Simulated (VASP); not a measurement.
# Hg4Te5 in VASP: further runs, part 2 of 2

VASP 6.6.1.

### Step 3. Single point, PBEsol

Input file INCAR:

```
SYSTEM = Hg4Te5
PREC = Accurate
ENCUT = 520
EDIFF = 1E-6
ISMEAR = 0
SIGMA = 0.1
LREAL = .False.
LASPH = .True.
NELM = 100
ALGO = Normal
ISIF = 2
LWAVE = .False.
LCHARG = .True.
LDIPOL = .True.
IDIPOL = 3
DIPOL = 0.5 0.5 0.500
GGA = PS
LELF = .True.
LVHAR = .True.
LVACPOTAV = .True.
NBANDS = 49
```

Input file KPOINTS:

```
regular mesh
0
Gamma
  8 8 1
  0 0 0
```

Input file POSCAR:

```
Hg4Te5
1.0
    4.6045185716      0.0000000000      0.0000000000
    0.0000000000      4.6045185716      0.0000000000
    0.0000000000      0.0000000000     28.0235452243
Te Hg
5 4
Direct
    0.5000000000      0.0000000000      0.2709818199
    0.0000000000      0.5000000000      0.3851270571
    0.5000000000      0.0000000000      0.5000000006
    0.0000000000      0.5000000000      0.6148729448
    0.5000000000      0.0000000000      0.7290181814
    0.5000000000      0.5000000000      0.3238926997
    0.0000000000      0.0000000000      0.4415461290
    0.5000000000      0.5000000000      0.5584538658
    0.0000000000      0.0000000000      0.6761073019
```

Potentials or basis: VASP PAW PBE potentials, release 64 (Te, Hg).

Run with:

```bash
$ cat potpaw_PBE.64/Te/POTCAR potpaw_PBE.64/Hg/POTCAR > POTCAR
$ mpirun -np 1 vasp_std > vasp.out
```

OUTCAR:

```text
SYSTEM = Hg4Te5
   PREC = Accurate
   ENCUT = 520
   EDIFF = 1E-6
   ISMEAR = 0
   LREAL = .False.
   LASPH = .True.
   NELM = 100
   ISIF = 2
   GGA = PS

 ion  position               nearest neighbor table
   1  0.500  0.000  0.271-   6 2.74   6 2.74
   2  0.000  0.500  0.385-   7 2.79   7 2.79   6 2.87   6 2.87
   3  0.500  0.000  0.500-   8 2.83   8 2.83   7 2.83   7 2.83
   4  0.000  0.500  0.615-   8 2.79   8 2.79   9 2.87   9 2.87
   5  0.500  0.000  0.729-   9 2.74   9 2.74
   6  0.500  0.500  0.324-   1 2.74   1 2.74   2 2.87   2 2.87
   7  0.000  0.000  0.442-   2 2.79   2 2.79   3 2.83   3 2.83
   8  0.500  0.500  0.558-   4 2.79   4 2.79   3 2.83   3 2.83
   9  0.000  0.000  0.676-   5 2.74   5 2.74   4 2.87   4 2.87

  LATTYP: Found a simple tetragonal cell.
 ALAT       =     4.6045185716
 C/A-ratio  =     6.0860966871

  Lattice vectors:

 A1 = (   4.6045185716,   0.0000000000,   0.0000000000)
 A2 = (   0.0000000000,   4.6045185716,   0.0000000000)
 A3 = (   0.0000000000,   0.0000000000,  28.0235452243)

Analysis of symmetry for initial positions (statically):
=====================================================================
 Subroutine PRICEL returns:
 Original cell was already a primitive cell.

 Routine SETGRP: Setting up the symmetry group for a
 simple tetragonal supercell.

 Subroutine GETGRP returns: Found  8 space group operations
 (whereof  4 operations were pure point group operations)
 out of a pool of 16 trial point group operations.

The static configuration has the point symmetry C_2v.
 The point group associated with its full space group is D_2d.

Analysis of symmetry for dynamics (positions and initial velocities):
=====================================================================
 Subroutine PRICEL returns:
 Original cell was already a primitive cell.

 Routine SETGRP: Setting up the symmetry group for a
 simple tetragonal supercell.

 Subroutine GETGRP returns: Found  8 space group operations
 (whereof  4 operations were pure point group operations)
[... 137 lines left out ...]
   LRPA    =     F    only Hartree local field effects (RPA)
 non-spin polarized calculation
 Gauss-broadening in eV      SIGMA  =   0.10
  energy-cutoff  :      520.00
  volume of cell :      594.14
 maximum number of plane-waves:     16040
 NGX is ok and might be reduce to    36
   NGX = 17   NGY = 17   NGZ =105

 number of electron      78.0000006 magnetization

 dipolmoment           0.000000      0.000000      0.000001 electrons x Angstroem

 Free energy of the ion-electron system (eV)
  ---------------------------------------------------
  ext. energy  EPLUGINS =         0.00000000
  ---------------------------------------------------
  free energy    TOTEN  =       -19.08958846 eV

  energy without entropy =      -19.05904874  energy(sigma->0) =      -19.07431860

 E-fermi :  -1.3769     XC(G=0):  -5.1354

 val. band max:       -1.3968062628   @ k =   0.1250   0.1250   0.0000
 cond. band min:      -1.3493274041   @ k =   0.1250   0.0000   0.0000
 fundamental gap:      0.0474788587
 Fermi energy:        -1.3769104276

 k-point     1 :       0.0000    0.0000    0.0000
  band No.  band energies     occupation
      1     -12.9000      2.00000
      2     -12.6148      2.00000
      3     -12.3703      2.00000
      4     -11.7944      2.00000
      5     -11.7854      2.00000
      6      -8.3336      2.00000
[... 769 lines left out ...]
     48       3.2131      0.00000
     49       3.7895      0.00000

------------------------ aborting loop because EDIFF is reached ----------------------------------------

  FORCE on cell =-STRESS in cart. coord.  units (eV):
  Direction    XX          YY          ZZ          XY          YZ          ZX
  --------------------------------------------------------------------------------------
  -------------------------------------------------------------------------------------
  Total       -2.3241553     -2.3241553      0.2000416      0.0000000      0.0000000      0.0000000
  in kB       -6.2673536     -6.2673536      0.5394352      0.0000000      0.0000000      0.0000000
  external PRESSURE =      -3.9984240 kB  Pullay stress =       0.0000000 kB

 VOLUME and BASIS-vectors are now :
 -----------------------------------------------------------------------------
  energy-cutoff  :      520.00
  volume of cell :      594.14
      direct lattice vectors                 reciprocal lattice vectors
     4.604518572  0.000000000  0.000000000     0.217177971  0.000000000  0.000000000
     0.000000000  4.604518572  0.000000000     0.000000000  0.217177971  0.000000000
     0.000000000  0.000000000 28.023545224     0.000000000  0.000000000  0.035684279

 POSITION                                       TOTAL-FORCE (eV/Angst)
 -----------------------------------------------------------------------------------
      2.30226      0.00000      7.59387         0.000000      0.000000     -0.028771
      0.00000      2.30226     10.79263         0.000000      0.000000     -0.004482
      2.30226      0.00000     14.01177         0.000000      0.000000      0.000000
      0.00000      2.30226     17.23092         0.000000      0.000000      0.004482
      2.30226      0.00000     20.42967         0.000000      0.000000      0.028771
      2.30226      2.30226      9.07662         0.000000      0.000000      0.012748
      0.00000      0.00000     12.37369         0.000000      0.000000      0.001917
      2.30226      2.30226     15.64986         0.000000      0.000000     -0.001917
      0.00000      0.00000     18.94692         0.000000      0.000000     -0.012748
 -----------------------------------------------------------------------------------
    total drift:                                0.000000      0.000000      0.000151

  FREE ENERGIE OF THE ION-ELECTRON SYSTEM (eV)
  ---------------------------------------------------
  free  energy   TOTEN  =       -19.0895884599 eV

  energy  without entropy=      -19.0590487358  energy(sigma->0) =      -19.07431860

 vacuum level on the upper side and lower side of the slab         4.298         4.298
```

stdout:

```text
POSCAR found type information on POSCAR TeHg
 POSCAR found :  2 types and       9 ions
 scaLAPACK will be used
 -----------------------------------------------------------------------------
[... 23 lines left out ...]
|     Did not find any points to average over, which means that no vacuum     |
|     field-free region was found. Please increase the size of  your cell     |
|     in the dimension of the dipole correction to obtain accurate            |
|     workfunction values.                                                    |
|                                                                             |
 -----------------------------------------------------------------------------
```

Wall time 8.1 min (1 thread of Intel Xeon 6975P-C (Granite Rapids), shared host); peak memory 0.77 GiB.

Results:

- Free energy: -19.0896 eV
- Largest force: 0.029 eV/Å
- Band gap on the k mesh: zero (bands 39 and 40 overlap by 1.26 eV)

Forces in eV/Å, atoms in the order of the input:
```
Te   0.000  0.000 -0.029
Te   0.000  0.000 -0.004
Te   0.000  0.000  0.000
Te   0.000  0.000  0.004
Te   0.000  0.000  0.029
Hg   0.000  0.000  0.013
Hg   0.000  0.000  0.002
Hg   0.000  0.000 -0.002
Hg   0.000  0.000 -0.013
```

Levels at points of the mesh, in eV from the Fermi level:
```
           k point  band 35  band 36  band 37  band 38  band 39  band 40  band 41  band 42  band 43  band 44
(0.00, 0.00, 0.00)    -0.62     0.04     0.04     0.28     0.44     0.44     1.09     1.89     2.18     2.22
(0.50, 0.00, 0.00)    -0.71    -0.57    -0.50    -0.36    -0.29     0.33     1.57     1.63     2.24     2.32
(0.50, 0.50, 0.00)    -1.79    -1.79    -1.03    -1.00    -0.83    -0.83     2.59     2.59     3.15     3.32
```

Caveat: the PAW data sets were made with another functional, which shifts forces and pressure a little; spin-orbit coupling is left out, which moves the levels of the heavy elements.
